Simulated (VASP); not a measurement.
**BaZrO3: single point with PBEsol**

BaZrO3:

```xyz
5
Lattice="4.1347 0.0000 0.0000 0.0000 4.1347 0.0000 0.0000 0.0000 4.1347" Properties=species:S:1:pos:R:3 pbc="T T T"
Ba    0.0000    0.0000    0.0000
Zr    2.0673    2.0673    2.0673
O     2.0673    2.0673    0.0000
O     2.0673    0.0000    2.0673
O     0.0000    2.0673    2.0673
```

```yaml
Program: VASP 6.6.1
Task: single point
Functional: PBEsol
Potentials_or_basis: VASP PAW PBE potentials, release 64 (Ba_sv, Zr_sv, O)
Cutoff: 520 eV
k_mesh: 6 × 6 × 6
Occupations: fermi-dirac, width 0.05 eV
Spin: no spin polarisation
```

* Pressure: 7.2 GPa
* Band gap on the k mesh: 3.19 eV (least direct gap 3.36 eV)

Levels at points of the mesh, in eV from the valence-band top:
```
           k point  band 17  band 18  band 19  band 20  band 21  band 22  band 23  band 24
(0.00, 0.00, 0.00)    -1.06    -0.17    -0.17    -0.17     3.19     3.19     3.19     4.59
(0.50, 0.00, 0.00)    -1.82    -1.82    -0.38    -0.38     3.68     5.96     5.96     6.51
(0.50, 0.50, 0.00)    -0.93    -0.93    -0.68    -0.08     5.92     5.92     6.65     6.70
(0.50, 0.50, 0.50)    -2.58     0.00     0.00     0.00     6.06     6.06     6.06     7.35
```

It took 61 s on 1 thread of Intel Xeon 8259CL, with other jobs on the host, peak memory 0.2 GiB.

Caveat: the cell stands under pressure; the PAW data sets were made with another functional, which shifts forces and pressure a little; spin-orbit coupling is left out, which moves the levels of the heavy elements. PBEsol gaps usually lie below the measured ones, often by a third to a half.
